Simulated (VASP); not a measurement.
# Nb (P6/mmm) in VASP: notebook, part 2 of 3

VASP 6.6.1. Earlier steps stand in the parts before.

## Step 3: Single point, r2SCAN (16.17 Å³/atom)

This run uses another cell than the first one, of 16.17 Å³/atom.

POSCAR

```
Nb
1.0
    4.6746489151      0.0000000000      0.0000000000
   -2.3373244576      4.0483647143      0.0000000000
    0.0000000000      0.0000000000      2.5639834508
Nb
3
Direct
    1.0000000000      0.0000000000      1.0000000000
    0.3333333333      0.6666666667      0.5000000000
    0.6666666667      0.3333333333      0.5000000000
```

INCAR.step1

```
PREC = Accurate
ENCUT = 520
ISMEAR = -1
SIGMA = 0.1
LREAL = F
LASPH = T
NELM = 80
NBANDS = 26
GGA = PE
ALGO = Normal
EDIFF = 1E-4
LWAVE = T
LCHARG = F
```

INCAR.step2

```
PREC = Accurate
ENCUT = 520
EDIFF = 1E-6
ISMEAR = -1
SIGMA = 0.1
LREAL = F
LASPH = T
NELM = 80
ALGO = Normal
ISIF = 2
LWAVE = F
LCHARG = F
METAGGA = R2SCAN
LMIXTAU = T
NBANDS = 26
ISTART = 1
```

KPOINTS

```
regular mesh
0
Gamma
  9 9 13
```

Potentials or basis: VASP PAW PBE potentials, release 64 (Nb_sv).

Run with:

```
$ cat potpaw_PBE.64/Nb_sv/POTCAR > POTCAR
$ cp INCAR.step1 INCAR
$ mpirun -np 1 vasp_std > vasp.out
$ cp INCAR.step2 INCAR
$ mpirun -np 1 vasp_std > vasp.out
```

OUTCAR:

```text
PREC = Accurate
   ENCUT = 520
   EDIFF = 1E-6
   ISMEAR = -1
   LREAL = F
   LASPH = T
   NELM = 80
   ISIF = 2
   METAGGA = R2SCAN
   ISTART = 1

 ion  position               nearest neighbor table
   1  0.000  0.000  0.000-   2 2.99   3 2.99   2 2.99   3 2.99   3 2.99   3 2.99   2 2.99   2 2.99
                             3 2.99   3 2.99   2 2.99   2 2.99
   2  0.333  0.667  0.500-   3 2.70   3 2.70   3 2.70   1 2.99   1 2.99   1 2.99   1 2.99   1 2.99
                             1 2.99
   3  0.667  0.333  0.500-   2 2.70   2 2.70   2 2.70   1 2.99   1 2.99   1 2.99   1 2.99   1 2.99
                             1 2.99

  LATTYP: Found a hexagonal cell.
 ALAT       =     4.6746489151
 C/A-ratio  =     0.5484868484

  Lattice vectors:

 A1 = (   4.6746489151,   0.0000000000,   0.0000000000)
 A2 = (  -2.3373244576,   4.0483647143,   0.0000000000)
 A3 = (   0.0000000000,   0.0000000000,   2.5639834508)

Analysis of symmetry for initial positions (statically):
=====================================================================
 Subroutine PRICEL returns:
 Original cell was already a primitive cell.

 Routine SETGRP: Setting up the symmetry group for a
 hexagonal supercell.

 Subroutine GETGRP returns: Found 24 space group operations
 (whereof 24 operations were pure point group operations)
 out of a pool of 24 trial point group operations.

The static configuration has the point symmetry D_6h.

Analysis of symmetry for dynamics (positions and initial velocities):
=====================================================================
 Subroutine PRICEL returns:
 Original cell was already a primitive cell.

 Routine SETGRP: Setting up the symmetry group for a
 hexagonal supercell.

 Subroutine GETGRP returns: Found 24 space group operations
 (whereof 24 operations were pure point group operations)
 out of a pool of 24 trial point group operations.

The dynamic configuration has the point symmetry D_6h.

 Subroutine INISYM returns: Found 24 space group operations
 (whereof 24 operations are pure point group operations),
 and found     1 'primitive' translations

----------------------------------------------------------------------------------------

                                     Primitive cell

  volume of cell :      48.5226

  direct lattice vectors                    reciprocal lattice vectors
     4.674648915  0.000000000  0.000000000     0.213919808  0.123506659  0.000000000
    -2.337324458  4.048364714  0.000000000     0.000000000  0.247013318  0.000000000
     0.000000000  0.000000000  2.563983451     0.000000000  0.000000000  0.390018118

  length of vectors
     4.674648915  4.674648915  2.563983451     0.247013318  0.247013318  0.390018118

  position of ions in fractional coordinates (direct lattice)
     0.000000000  0.000000000  0.000000000
     0.333333333  0.666666667  0.500000000
     0.666666667  0.333333333  0.500000000

  ion indices of the primitive-cell ions
   primitive index   ion index
                 1           1
                 2           2
                 3           3

----------------------------------------------------------------------------------------

 KPOINTS: regular mesh

Automatic generation of k-mesh.
 Grid dimensions read from file:
 generate k-points for:    9    9   13

 Generating k-lattice:

  Cartesian coordinates                     Fractional coordinates (reciprocal lattice)
     0.023768868  0.013722962  0.000000000     0.111111111  0.000000000  0.000000000
     0.000000000  0.027445924  0.000000000     0.000000000  0.111111111  0.000000000
     0.000000000  0.000000000  0.030001394     0.000000000  0.000000000  0.076923077

  Length of vectors
     0.027445924  0.027445924  0.030001394

  Shift w.r.t. Gamma in fractional coordinates (k-lattice)
     0.000000000  0.000000000  0.000000000

 Subroutine IBZKPT returns following result:
 ===========================================

 Found     84 irreducible k-points:

 Following reciprocal coordinates:
            Coordinates               Weight
  0.000000  0.000000  0.000000      1.000000
  0.111111 -0.000000  0.000000      6.000000
  0.222222  0.000000  0.000000      6.000000
  0.333333  0.000000  0.000000      6.000000
  0.444444  0.000000  0.000000      6.000000
  0.111111  0.111111  0.000000      6.000000
[... 16 lines left out ...]
  0.333333  0.222222  0.076923     24.000000
  0.333333  0.333333  0.076923      4.000000
 [... further k-points ...]
   k-points           NKPTS =     84   k-points in BZ     NKDIM =     84   number of bands    NBANDS=     26
   number of dos      NEDOS =    301   number of ions     NIONS =      3
   total plane-waves  NPLWV =  25920
   dimension x,y,z NGX =    36 NGY =   36 NGZ =   20
   dimension x,y,z NGXF=    72 NGYF=   72 NGZF=   40
   ions per type =               3
   NGX,Y,Z   is equivalent  to a cutoff of  12.80, 12.80, 12.97 a.u.
   NGXF,Y,Z  is equivalent  to a cutoff of  25.61, 25.61, 25.94 a.u.
 SYSTEM =  unknown system
   PREC   = accura    normal or accurate (medium, high low for compatibility)
   ISTART =      1    job   : 0-new  1-cont  2-samecut
   ICHARG =      0    charge: 1-file 2-atom 10-const
   ISPIN  =      1    spin polarized calculation?
   LNONCOLLINEAR =      F non collinear calculations
   LSORBIT =      F    spin-orbit coupling
   LASPH  =      T    aspherical Exc in radial PAW
   ENCUT  =  520.0 eV  38.22 Ry    6.18 a.u.   8.69  8.69  4.77*2*pi/ulx,y,z
   NELM   =     80;   NELMIN=  2; NELMDL=  0     # of ELM steps
   EDIFF  = 0.1E-05   stopping-criterion for ELM
   LREAL  =      F    real-space projection
   EDIFFG = 0.1E-04   stopping-criterion for IOM
   NSW    =      0    number of steps for IOM
   IBRION =     -1    ionic relax: 0-MD 1-quasi-New 2-CG
   NFREE  =      0    steps in history (QN), initial steepest desc. (CG)
   ISIF   =      2    stress and relaxation
   ISYM   =      2    0-nonsym 1-usesym 2-fastsym
   POTIM  = 0.5000    time-step for ionic-motion
   TEBEG  =    0.0;   TEEND  =   0.0 temperature during run
   PSTRESS=    0.0 pullay stress
   NELECT =      39.0000    total number of electrons
   NUPDOWN=      -1.0000    fix difference up-down
   EMIN   =  10.00;   EMAX   =-10.00  energy-range for DOS
   EFERMI =   0.00;   METHOD = LEGACY
   ISMEAR =    -1;   SIGMA  =   0.10  broadening in eV -4-tet -1-fermi 0-gaus
   EFERMI_NEDOS =   21; number of points for ismear=-14 and -15
   IALGO  =     38    algorithm
   IMIX   =      4    mixing-type and parameters
     AMIX     =   0.40;   BMIX     =  1.00
     AMIX_MAG =   1.60;   BMIX_MAG =  1.00
  volume/ion in A,a.u.               =      16.17       109.15
  Fermi-wavevector in a.u.,A,eV,Ry     =   1.522118  2.876387 31.522579  2.316844
  Thomas-Fermi vector in A             =   2.630741
   LORBIT       =      0    0 simple, 1 ext, 2 COOP (PROOUT), +10 PAW based schemes
   METAGGA = R2SCAN    functional components
   LHFCALC =     F    Hartree Fock is set to
   AEXX    =    0.0000 exact exchange contribution
   IVDW    =     0    specifies the selected vdW correction
   LEPSILON=     F    determine dielectric tensor
   LRPA    =     F    only Hartree local field effects (RPA)
 non-spin polarized calculation
  energy-cutoff  :      520.00
  volume of cell :       48.52
 maximum number of plane-waves:      1324
 NGX is ok and might be reduce to    36
   NGX = 17   NGY = 17   NGZ =  9

 number of electron      39.0000000 magnetization

 Free energy of the ion-electron system (eV)
  ---------------------------------------------------
  ext. energy  EPLUGINS =         0.00000000
  ---------------------------------------------------
  free energy    TOTEN  =       -73.50152449 eV

  energy without entropy =      -73.42201094  energy(sigma->0) =      -73.46176772

 E-fermi :  12.9424     XC(G=0): -14.2360

 val. band max:       12.9136015223   @ k =   0.2222   0.0000   0.1538
 cond. band min:      12.9456300818   @ k =   0.4444   0.1111   0.3846
 fundamental gap:      0.0320285595
 Fermi energy:        12.9424454562

 k-point     1 :       0.0000    0.0000    0.0000
  band No.  band energies     occupation
      1     -43.4350      2.00000
      2     -43.0527      2.00000
      3     -43.0295      2.00000
      4     -19.2184      2.00000
      5     -19.2184      2.00000
      6     -18.8863      2.00000
[... 685 lines left out ...]
     25      17.1475      0.00000
     26      17.1487      0.00000

 [... further k-points ...]

------------------------ aborting loop because EDIFF is reached ----------------------------------------

  FORCE on cell =-STRESS in cart. coord.  units (eV):
  Direction    XX          YY          ZZ          XY          YZ          ZX
  --------------------------------------------------------------------------------------
  -------------------------------------------------------------------------------------
  Total        8.0307954      8.0307954      8.6032092     -0.0000000      0.0000000      0.0000000
  in kB      265.1705544    265.1705544    284.0712083     -0.0000000      0.0000000      0.0000000
  external PRESSURE =     271.4707724 kB  Pullay stress =       0.0000000 kB

 VOLUME and BASIS-vectors are now :
 -----------------------------------------------------------------------------
  energy-cutoff  :      520.00
  volume of cell :       48.52
      direct lattice vectors                 reciprocal lattice vectors
     4.674648915  0.000000000  0.000000000     0.213919808  0.123506659  0.000000000
    -2.337324458  4.048364714  0.000000000     0.000000000  0.247013318  0.000000000
     0.000000000  0.000000000  2.563983451     0.000000000  0.000000000  0.390018118

 POSITION                                       TOTAL-FORCE (eV/Angst)
 -----------------------------------------------------------------------------------
      0.00000      0.00000      0.00000         0.000000      0.000000     -0.000000
     -0.00000      2.69891      1.28199        -0.000000     -0.000000      0.000000
      2.33732      1.34945      1.28199         0.000000      0.000000     -0.000000
 -----------------------------------------------------------------------------------
    total drift:                                0.000000     -0.000000     -0.000000

  FREE ENERGIE OF THE ION-ELECTRON SYSTEM (eV)
  ---------------------------------------------------
  free  energy   TOTEN  =       -73.5015244893 eV

  energy  without entropy=      -73.4220109425  energy(sigma->0) =      -73.46176772
```

Run time: 2.5 min. Hardware: 1 thread of Intel Xeon 6975P-C (Granite Rapids), shared host; peak memory 0.21 GiB.

Results:

| Quantity | Value |
| --- | --- |
| Free energy | -73.5015 eV |
| Pressure | 27.1 GPa |
| Band gap on the k mesh | zero (an odd number of electrons rules out a gap without spin polarisation) |

Stress tensor (GPa, compression positive):
```
26.52  0.00  0.00
 0.00 26.52  0.00
 0.00  0.00 28.41
```

Levels at points of the mesh, in eV from the Fermi level:
```tsv
k point	band 16	band 17	band 18	band 19	band 20	band 21	band 22	band 23	band 24	band 25
(0.00, 0.00, 0.00)	-1.41	-1.41	-1.31	-1.31	-1.27	0.71	0.71	3.57	3.57	3.63
```

Caveat: the cell stands under pressure; the PAW data sets were made with another functional, which shifts forces and pressure a little.

## Step 4: Single point, r2SCAN (16.91 Å³/atom)

This run uses another cell than the first one, of 16.91 Å³/atom.

POSCAR

```
Nb
1.0
    4.7444300823      0.0000000000      0.0000000000
   -2.3722150411      4.1087969777      0.0000000000
    0.0000000000      0.0000000000      2.6022575032
Nb
3
Direct
    1.0000000000      0.0000000000      1.0000000000
    0.3333333333      0.6666666667      0.5000000000
    0.6666666667      0.3333333333      0.5000000000
```

INCAR.step1

```
SYSTEM = Nb
PREC = Accurate
ENCUT = 520
ISMEAR = -1
SIGMA = 0.1
LREAL = .False.
LASPH = .True.
NELM = 60
NBANDS = 26
GGA = PE
ALGO = Normal
EDIFF = 1E-4
LWAVE = .True.
LCHARG = .False.
```

INCAR.step2

```
SYSTEM = Nb
PREC = Accurate
ENCUT = 520
EDIFF = 1E-6
ISMEAR = -1
SIGMA = 0.1
LREAL = .False.
LASPH = .True.
NELM = 60
ALGO = Normal
ISIF = 2
LWAVE = .False.
LCHARG = .True.
METAGGA = R2SCAN
LMIXTAU = .True.
LELF = .True.
LVHAR = .True.
NBANDS = 26
ISTART = 1
```

KPOINTS

```
regular mesh
0
Gamma
  9 9 13
  0 0 0
```

Run with:

```
$ cat potpaw_PBE.64/Nb_sv/POTCAR > POTCAR
$ cp INCAR.step1 INCAR
$ mpirun -np 1 vasp_std > vasp.out
$ cp INCAR.step2 INCAR
$ mpirun -np 1 vasp_std > vasp.out
```

Run time: 2.3 min. Hardware: 1 thread of Intel Xeon 6975P-C (Granite Rapids), shared host; peak memory 0.22 GiB.

It converged, with:

- Free energy: -73.7988 eV
- Pressure: 16.2 GPa
- Band gap on the k mesh: zero (an odd number of electrons rules out a gap without spin polarisation)

Stress tensor (GPa, compression positive):
```
16.06  0.00  0.00
 0.00 16.06  0.00
 0.00  0.00 16.63
```

Levels at points of the mesh, in eV from the Fermi level:
```tsv
k point	band 17	band 18	band 19	band 20	band 21	band 22	band 23	band 24
(0.00, 0.00, 0.00)	-1.40	-1.31	-1.31	-1.19	0.72	0.72	3.45	3.45
```

Caveat: the cell stands under pressure; the PAW data sets were made with another functional, which shifts forces and pressure a little.

## Step 5: Single point, r2SCAN (17.64 Å³/atom)

This run uses another cell than the first one, of 17.64 Å³/atom.

POSCAR

```
Nb
1.0
    4.8122168132      0.0000000000      0.0000000000
   -2.4061084066      4.1675020088      0.0000000000
    0.0000000000      0.0000000000      2.6394376337
Nb
3
Direct
    1.0000000000      0.0000000000      1.0000000000
    0.3333333333      0.6666666667      0.5000000000
    0.6666666667      0.3333333333      0.5000000000
```

INCAR.step1

```
SYSTEM = Nb
PREC = Accurate ; ENCUT = 520
ISMEAR = -1 ; SIGMA = 0.1
LREAL = .FALSE. ; LASPH = .TRUE.
NELM = 100 ; NBANDS = 26
GGA = PE ; ALGO = Normal
EDIFF = 1E-4 ; LWAVE = .TRUE.
LCHARG = .FALSE.
```

INCAR.step2

```
SYSTEM = Nb
PREC = Accurate ; ENCUT = 520
EDIFF = 1E-6 ; ISMEAR = -1
SIGMA = 0.1 ; LREAL = .FALSE.
LASPH = .TRUE. ; NELM = 100
ALGO = Normal ; ISIF = 2
LWAVE = .FALSE. ; LCHARG = .TRUE.
METAGGA = R2SCAN ; LMIXTAU = .TRUE.
LELF = .TRUE. ; LVHAR = .TRUE.
NBANDS = 26 ; ISTART = 1
```

KPOINTS

```
regular mesh
0
G
  9 9 13
  0 0 0
```

Run with:

```
$ cat potpaw_PBE.64/Nb_sv/POTCAR > POTCAR
$ cp INCAR.step1 INCAR
$ mpirun -np 1 vasp_std > vasp.out
$ cp INCAR.step2 INCAR
$ mpirun -np 1 vasp_std > vasp.out
```

Wall time 2.2 min (1 thread of Intel Xeon 6975P-C (Granite Rapids), shared host); peak memory 0.22 GiB.

The run converged. Its results:

| Quantity | Value |
| --- | --- |
| Free energy | -73.9598 eV |
| Pressure | 7.3 GPa |
| Band gap on the k mesh | zero (an odd number of electrons rules out a gap without spin polarisation) |

Stress tensor (GPa, compression positive):
```
7.44 0.00 0.00
0.00 7.44 0.00
0.00 0.00 6.95
```

Levels at points of the mesh, in eV from the Fermi level:
```tsv
k point	band 18	band 19	band 20	band 21	band 22	band 23
(0.00, 0.00, 0.00)	-1.30	-1.30	-1.13	0.73	0.73	3.33
```

Caveat: the cell stands under pressure; the PAW data sets were made with another functional, which shifts forces and pressure a little.

[end of part 2 of 3]
